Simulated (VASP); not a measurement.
Write the native input for VASP 6.6.1 that does the following.

```
Task                   : single point
Functional             : PBE
Potentials or basis    : VASP PAW PBE potentials, release 64 (Ga_d, P)
Cutoff                 : 520 eV
k mesh                 : 10 × 10 × 10
Occupations            : gaussian, width 0.05 eV
Spin                   : no spin polarisation
Dipole correction      : no
Further INCAR settings : ALGO = Normal; EDIFF = 1e-06; NBANDS = 16
```

The structure of GaP lies in POSCAR:

```
GaP
1.0
    0.0000000000      2.6326881975      2.7770972548
    2.7770972548      0.0000000000      2.7770972548
    2.7770972548      2.6326881975      0.0000000000
Ga P
1 1
Direct
    0.0000000000      0.0000000000      0.0000000000
    0.7500000000      0.7500000000      0.7500000000
```

This cell differs from its parent crystal: volume 20.304 Å^3 an atom, c/a of the conventional cell 0.9480.

The input as run:

INCAR

```
ALGO = Normal
EDIFF = 1E-6
ENCUT = 520
GGA = PE
ISIF = 2
ISMEAR = 0
LASPH = True
LCHARG = False
LREAL = False
LWAVE = False
NBANDS = 16
NELM = 100
PREC = Accurate
SIGMA = 0.05
```

KPOINTS

```
k-points
0
Gamma
  10 10 10
```

Potentials or basis: VASP PAW PBE potentials, release 64 (Ga_d, P).

Command:

```sh
$ cat potpaw_PBE.64/Ga_d/POTCAR potpaw_PBE.64/P/POTCAR > POTCAR
$ mpirun -np 1 vasp_std > vasp.out
```

Results of the run:

| Quantity | Value |
| --- | --- |
| Pressure | 2.1 GPa |
| Band gap on the k mesh | 1.11 eV, indirect (least direct gap 1.60 eV) |

Run time: 46 s on 1 thread of Intel(R) Xeon(R) Platinum 8259CL CPU @ 2.50GHz (Skylake/Cascade Lake) (shared host), peak memory 0.2 GiB.
